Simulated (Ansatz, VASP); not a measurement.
C in VASP and in Ansatz

```
C
1.0
     0.00000    2.13603    4.30261
     1.23324    0.00000    4.30261
     1.23324    2.13603    0.00000
C
2
Direct
  0.16667 0.83333 0.16667
  0.83333 0.16667 0.83333
```

Alike in both runs: task relaxation of cell and atoms; functional PBE; k mesh 14 × 14 × 14; occupations gaussian, width 0.02 eV; no spin polarisation.

|  | VASP | Ansatz |
| --- | --- | --- |
| version | VASP 6.6.1 | Ansatz 0.2.0 |
| potentials or method | VASP PAW PBE potentials, release 64 (C), cutoff 600 eV | scalar-relativistic, plane waves, PAW |
| valence electrons in the cell | 8 | 8 |

```csv
,VASP,Ansatz,Ansatz less VASP
"gap on the k mesh at the Fermi level, each at its own relaxed structure (eV)",0.91,1.04,+0.127
relaxed volume (Å³/atom),10.53,11.33,+0.804
relaxed cell length with the largest relative difference (Å),4.183,4.476,+0.2928
```

One of these differences is far larger than is usual between the two programs; its cause wasn't traced.
